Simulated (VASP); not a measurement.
Cu, 1 atom in the cell. The structure is cubic, space group Fm-3m (No. 225). Conventional cell: a = 3.629 Å, b = 3.629 Å, c = 3.629 Å, α = 90.00°, β = 90.00°, γ = 90.00°. Within 3.4 Å of Cu (site symmetry m-3m) lie 12 Cu at 2.57 Å. 

* Program: VASP 6.6.1
* Task: single point
* Functional: PBE
* Potentials or basis: VASP PAW PBE potentials, release 64 (Cu)
* Cutoff: 520 eV
* k mesh: 20 × 20 × 20
* Occupations: gaussian, width 0.1 eV
* Spin: no spin polarisation
* Dipole correction: no
* Further INCAR settings: ALGO = Normal; EDIFF = 1e-06; NBANDS = 12

Potentials or basis: VASP PAW PBE potentials, release 64 (Cu).

Run with:

```bash
$ cat potpaw_PBE.64/Cu/POTCAR > POTCAR
$ mpirun -np 1 vasp_std > vasp.out
```

Hardware: 1 thread of Intel(R) Xeon(R) 6975P-C (Granite Rapids), on a shared host.

Question: How long does it take, and how much memory?

Answer: Wall time 11 s on 1 thread of Intel(R) Xeon(R) 6975P-C (Granite Rapids), with other jobs on the host, peak memory 0.15 GiB. Counts: scf iterations 11, k points 256.
